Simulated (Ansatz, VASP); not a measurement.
## Two plane-wave programs on PbO

```
Pb O
1.0
     3.98808    0.00000    0.00000
     0.00000    3.98808    0.00000
     0.00000    0.00000    5.32851
Pb O
2 2
Direct
  0.00000 0.50000 0.22289
  0.50000 0.00000 0.77711
  0.00000 0.00000 0.00000
  0.50000 0.50000 0.00000
```

Alike in both runs: functional r2SCAN; k mesh 8 × 8 × 6; occupations fermi-dirac, width 0.02 eV; no spin polarisation.

Ansatz relaxed the structure, and its values are those at the end. VASP's run is a single point on that final structure, the one shown.

|  | VASP | Ansatz |
| --- | --- | --- |
| version | VASP 6.6.1 | Ansatz 0.2.0 |
| potentials or method | VASP PAW PBE potentials, release 64 (Pb_d, O), cutoff 520 eV | PAW plane waves |
| valence electrons in the cell | 40 | 40 |

```csv
,VASP,Ansatz,Ansatz less VASP
gap on the k mesh at the Fermi level (eV),1.84,1.84,+0.006
pressure (GPa),0.4,0.0,-0.44
rms of the force components (eV/Å),0.044,0.000,-0.0439
```

VASP's potentials were made for PBE, not for r2SCAN. The functional is the same, so the differences come from potentials, cutoffs and numerics.

Neither program's run includes spin-orbit coupling.
